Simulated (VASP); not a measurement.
# Ca (C2/m) in VASP: electric field gradients with PBEsol

Aim: the electric field gradients of Ca with PBEsol.

All numbers are computed with VASP 6.6.1; they aren't measurements. Logs are shortened: lines on timing, memory, paths and dates and some standing lists are left out, and cuts for length are marked.

## Step 1: The cell of the first run

Symmetry: C2/m, No. 12, monoclinic system. Conventional cell: a = 6.791 Å, b = 3.943 Å, c = 6.509 Å, α = 90.00°, β = 90.00°, γ = 90.00°. Within 5.1 Å of Ca (site symmetry m) lie 12 Ca at 3.92 to 4.00 Å.

## Step 2: Electric field gradients, PBEsol (atom 1 (Ca) moved by [0.0, 0.0, 0.03] A)

INCAR

```
PREC     = Accurate       # precision mode
ENCUT    = 520            # plane-wave cutoff, eV
EDIFF    = 1E-8           # SCF threshold, eV
ISMEAR   = -1             # smearing method
SIGMA    = 0.05           # smearing width, eV
LREAL    = F              # projectors in reciprocal space
LASPH    = T              # aspherical terms in the spheres
NELM     = 100            # most SCF steps
ALGO     = Normal         # electronic algorithm
ISIF     = 2              # what is computed and relaxed
LWAVE    = F              # write WAVECAR
LCHARG   = F              # write CHGCAR
GGA      = PS             # functional
LEFG     = T            
NBANDS   = 17             # bands
```

KPOINTS

```
regular mesh
0
Gamma
  11 11 6
```

POSCAR

```
Ca
1.0
    1.9712759950     -3.3954901800      0.0000000000
    1.9712759950      3.3954901800      0.0000000000
    0.0000000000      0.0000000000      6.5091117400
Ca
2
Direct
    0.8355866000      0.1644134000      0.2546089238
    0.1644134000      0.8355866000      0.7500000000
```

Potentials or basis: VASP PAW PBE potentials, release 64 (Ca_sv).

On the command line:

```
cat potpaw_PBE.64/Ca_sv/POTCAR > POTCAR
mpirun -np 1 vasp_std > vasp.out
```

OUTCAR:

```text
PREC = Accurate
   ENCUT = 520
   EDIFF = 1E-8
   ISMEAR = -1
   LREAL = F
   LASPH = T
   NELM = 100
   ISIF = 2
   GGA = PS

 ion  position               nearest neighbor table
   1  0.836  0.164  0.255-
   2  0.164  0.836  0.750-

  LATTYP: Found a base centered orthorhombic cell.
 ALAT       =     3.9425519900
 B/A-ratio  =     1.7224834009
 C/A-ratio  =     1.6509894496

  Lattice vectors:

 A1 = (   1.9712759950,  -3.3954901800,   0.0000000000)
 A2 = (   1.9712759950,   3.3954901800,   0.0000000000)
 A3 = (   0.0000000000,   0.0000000000,   6.5091117400)

Analysis of symmetry for initial positions (statically):
=====================================================================
 Subroutine PRICEL returns:
 Original cell was already a primitive cell.

 Routine SETGRP: Setting up the symmetry group for a
 base centered orthorhombic supercell.

 Subroutine GETGRP returns: Found  4 space group operations
 (whereof  2 operations were pure point group operations)
 out of a pool of  8 trial point group operations.

The static configuration has the point symmetry C_1h.
 The point group associated with its full space group is C_2h.

Analysis of symmetry for dynamics (positions and initial velocities):
=====================================================================
 Subroutine PRICEL returns:
 Original cell was already a primitive cell.

 Routine SETGRP: Setting up the symmetry group for a
 base centered orthorhombic supercell.

 Subroutine GETGRP returns: Found  4 space group operations
 (whereof  2 operations were pure point group operations)
 out of a pool of  8 trial point group operations.

The dynamic configuration has the point symmetry C_1h.
 The point group associated with its full space group is C_2h.

 Subroutine INISYM returns: Found  4 space group operations
 (whereof  2 operations are pure point group operations),
 and found     1 'primitive' translations

----------------------------------------------------------------------------------------

                                     Primitive cell

  volume of cell :      87.1368

  direct lattice vectors                    reciprocal lattice vectors
     1.971275995 -3.395490180  0.000000000     0.253642819 -0.147254144  0.000000000
     1.971275995  3.395490180  0.000000000     0.253642819  0.147254144  0.000000000
     0.000000000  0.000000000  6.509111740     0.000000000  0.000000000  0.153630793

  length of vectors
     3.926230076  3.926230076  6.509111740     0.293289043  0.293289043  0.153630793

  position of ions in fractional coordinates (direct lattice)
     0.835586600  0.164413400  0.254608924
     0.164413400  0.835586600  0.750000000

  ion indices of the primitive-cell ions
   primitive index   ion index
                 1           1
                 2           2

----------------------------------------------------------------------------------------

 KPOINTS: regular mesh

Automatic generation of k-mesh.
 Grid dimensions read from file:
 generate k-points for:   11   11    6

 Generating k-lattice:

  Cartesian coordinates                     Fractional coordinates (reciprocal lattice)
     0.023058438 -0.013386740  0.000000000     0.090909091  0.000000000  0.000000000
     0.023058438  0.013386740  0.000000000     0.000000000  0.090909091  0.000000000
     0.000000000  0.000000000  0.025605132     0.000000000  0.000000000  0.166666667

  Length of vectors
     0.026662640  0.026662640  0.025605132

  Shift w.r.t. Gamma in fractional coordinates (k-lattice)
     0.000000000  0.000000000  0.000000000

 Subroutine IBZKPT returns following result:
 ===========================================

 Found    204 irreducible k-points:

 Following reciprocal coordinates:
            Coordinates               Weight
  0.000000  0.000000  0.000000      1.000000
  0.090909  0.000000  0.000000      4.000000
  0.181818  0.000000  0.000000      4.000000
  0.272727  0.000000  0.000000      4.000000
  0.363636  0.000000  0.000000      4.000000
  0.454545  0.000000  0.000000      4.000000
[... 16 lines left out ...]
 -0.272727  0.181818  0.000000      4.000000
 -0.181818  0.181818  0.000000      2.000000
 [... further k-points ...]
   k-points           NKPTS =    204   k-points in BZ     NKDIM =    204   number of bands    NBANDS=     17
   number of dos      NEDOS =    301   number of ions     NIONS =      2
   total plane-waves  NPLWV =  43200
   dimension x,y,z NGX =    30 NGY =   30 NGZ =   48
   dimension x,y,z NGXF=    60 NGYF=   60 NGZF=   96
   ions per type =               2
   NGX,Y,Z   is equivalent  to a cutoff of  12.70, 12.70, 12.26 a.u.
   NGXF,Y,Z  is equivalent  to a cutoff of  25.41, 25.41, 24.52 a.u.
 SYSTEM =  unknown system
   PREC   = accura    normal or accurate (medium, high low for compatibility)
   ISTART =      0    job   : 0-new  1-cont  2-samecut
   ICHARG =      2    charge: 1-file 2-atom 10-const
   ISPIN  =      1    spin polarized calculation?
   LNONCOLLINEAR =      F non collinear calculations
   LSORBIT =      F    spin-orbit coupling
   LASPH  =      T    aspherical Exc in radial PAW
   ENCUT  =  520.0 eV  38.22 Ry    6.18 a.u.   7.30  7.30 12.10*2*pi/ulx,y,z
   NELM   =    100;   NELMIN=  2; NELMDL= -5     # of ELM steps
   EDIFF  = 0.1E-07   stopping-criterion for ELM
   LREAL  =      F    real-space projection
   EDIFFG = 0.1E-06   stopping-criterion for IOM
   NSW    =      0    number of steps for IOM
   IBRION =     -1    ionic relax: 0-MD 1-quasi-New 2-CG
   NFREE  =      0    steps in history (QN), initial steepest desc. (CG)
   ISIF   =      2    stress and relaxation
   ISYM   =      2    0-nonsym 1-usesym 2-fastsym
   POTIM  = 0.5000    time-step for ionic-motion
   TEBEG  =    0.0;   TEEND  =   0.0 temperature during run
   PSTRESS=    0.0 pullay stress
   NELECT =      20.0000    total number of electrons
   NUPDOWN=      -1.0000    fix difference up-down
   EMIN   =  10.00;   EMAX   =-10.00  energy-range for DOS
   EFERMI =   0.00;   METHOD = LEGACY
   ISMEAR =    -1;   SIGMA  =   0.05  broadening in eV -4-tet -1-fermi 0-gaus
   EFERMI_NEDOS =   21; number of points for ismear=-14 and -15
   IALGO  =     38    algorithm
   IMIX   =      4    mixing-type and parameters
     AMIX     =   0.40;   BMIX     =  1.00
     AMIX_MAG =   1.60;   BMIX_MAG =  1.00
  volume/ion in A,a.u.               =      43.57       294.01
  Fermi-wavevector in a.u.,A,eV,Ry     =   1.002346  1.894159 13.669737  1.004697
  Thomas-Fermi vector in A             =   2.134827
   LORBIT       =      0    0 simple, 1 ext, 2 COOP (PROOUT), +10 PAW based schemes
   GGA     = PS    functional components
   LHFCALC =     F    Hartree Fock is set to
   AEXX    =    0.0000 exact exchange contribution
   IVDW    =     0    specifies the selected vdW correction
   LEPSILON=     F    determine dielectric tensor
   LRPA    =     F    only Hartree local field effects (RPA)
 non-spin polarized calculation
  energy-cutoff  :      520.00
  volume of cell :       87.14
 maximum number of plane-waves:      2376
 NGX is ok and might be reduce to    30
   NGX = 15   NGY = 15   NGZ = 25

 number of electron      19.9999999 magnetization

 Free energy of the ion-electron system (eV)
  ---------------------------------------------------
  ext. energy  EPLUGINS =         0.00000000
  ---------------------------------------------------
  free energy    TOTEN  =        -4.25345583 eV

  energy without entropy =       -4.23679701  energy(sigma->0) =       -4.24512642

 E-fermi :   1.8231     XC(G=0):  -7.7091

 val. band max:        1.8165954552   @ k =  -0.4545   0.3636   0.0000
 cond. band min:       1.8603982286   @ k =   0.3636   0.0000   0.0000
 fundamental gap:      0.0438027734
 Fermi energy:         1.8230789788

 k-point     1 :       0.0000    0.0000    0.0000
  band No.  band energies     occupation
      1     -40.1416      2.00000
      2     -40.1304      2.00000
      3     -21.2528      2.00000
      4     -21.1568      2.00000
      5     -21.1550      2.00000
      6     -21.1397      2.00000
[... 9 lines left out ...]
     16       4.3640      0.00000
     17       4.7651      0.00000

 k-point     2 :       0.0909    0.0000    0.0000
  band No.  band energies     occupation
      1     -40.1407      2.00000
      2     -40.1299      2.00000
      3     -21.2496      2.00000
      4     -21.1634      2.00000
      5     -21.1586      2.00000
      6     -21.1478      2.00000
[... 9 lines left out ...]
     16       4.4396      0.00000
     17       4.6190      0.00000
[... 421 lines left out ...]
 k-point    24 :      -0.1818    0.1818    0.0000
  band No.  band energies     occupation
      1     -40.1383      2.00000
      2     -40.1287      2.00000
      3     -21.2400      2.00000
      4     -21.1861      2.00000
      5     -21.1698      2.00000
      6     -21.1642      2.00000
[... 9 lines left out ...]
     16       4.4100      0.00000
     17       4.4742      0.00000

 [... further k-points ...]
[... 5 lines left out ...]
  --------------------------------------------------------------------------------------
  -------------------------------------------------------------------------------------
  Total       -0.6178718     -0.4905517     -0.6338823      0.0000000     -0.0019881      0.0000000
  in kB      -11.3607587     -9.0197342    -11.6551426      0.0000000     -0.0365545      0.0000000
  external PRESSURE =     -10.6785452 kB  Pullay stress =       0.0000000 kB

 VOLUME and BASIS-vectors are now :
 -----------------------------------------------------------------------------
  energy-cutoff  :      520.00
  volume of cell :       87.14
      direct lattice vectors                 reciprocal lattice vectors
     1.971275995 -3.395490180  0.000000000     0.253642819 -0.147254144  0.000000000
     1.971275995  3.395490180  0.000000000     0.253642819  0.147254144  0.000000000
     0.000000000  0.000000000  6.509111740     0.000000000  0.000000000  0.153630793

 POSITION                                       TOTAL-FORCE (eV/Angst)
 -----------------------------------------------------------------------------------
      1.97128     -2.27896      1.65728         0.000000      0.015686     -0.041373
      1.97128      2.27896      4.88183         0.000000     -0.015686      0.041373
 -----------------------------------------------------------------------------------
    total drift:                                0.000000     -0.000008     -0.000006

  FREE ENERGIE OF THE ION-ELECTRON SYSTEM (eV)
  ---------------------------------------------------
  free  energy   TOTEN  =        -4.2534558340 eV

  energy  without entropy=       -4.2367970076  energy(sigma->0) =       -4.24512642

 Electric field gradients (V/A^2)
---------------------------------------------------------------------
 ion       V_xx      V_yy      V_zz      V_xy      V_xz      V_yz
---------------------------------------------------------------------
   1       1.900     2.715    -4.615    -0.000    -0.000    -0.029
   2       1.901     2.715    -4.616    -0.000    -0.000    -0.029
---------------------------------------------------------------------

 Electric field gradients after diagonalization (V/A^2)
 (convention: |V_zz| > |V_xx| > |V_yy|)
----------------------------------------------------------------------
 ion       V_xx      V_yy      V_zz     asymmetry (V_yy - V_xx)/ V_zz
----------------------------------------------------------------------
   1       2.715     1.900    -4.615       0.177
   2       2.715     1.901    -4.616       0.177
----------------------------------------------------------------------

           NMR quadrupolar parameters

 Cq : quadrupolar parameter    Cq=e*Q*V_zz/h
 eta: asymmetry parameters     (V_yy - V_xx)/ V_zz
 Q  : nuclear electric quadrupole moment in mb (millibarn)
----------------------------------------------------------------------
 ion       Cq(MHz)       eta       Q (mb)
----------------------------------------------------------------------
   1      -0.011       0.177       1.000
   2      -0.011       0.177       1.000
----------------------------------------------------------------------
```

Run time: 3.4 min. Hardware: 1 thread of Intel Xeon 6975P-C (Granite Rapids), shared host; peak memory 0.39 GiB.

What came out:

```
Free energy            : -4.2535 eV
Pressure               : -1.1 GPa
Largest force          : 0.044 eV/Å
Band gap on the k mesh : zero (band 10 reaches 2.01 eV, above the bottom of band 11 at 1.54 eV)
```

Forces in eV/Å, atoms in the order of the input:
```
Ca   0.000  0.016 -0.041
Ca   0.000 -0.016  0.041
```

Electric field gradients, principal values (V/Å²):
```csv
atom,least,middle,greatest (by size)
1 Ca,1.900,2.715,-4.615
2 Ca,1.901,2.715,-4.616
```

Caveat: the cell differs from its parent crystal (atom 1 (Ca) moved by [0.0, 0.0, 0.03] A); without QUAD_EFG the Cq values of the log hold for a quadrupole moment of 1 mb, not for the nuclei; the PAW data sets were made with another functional, which shifts forces and pressure a little.
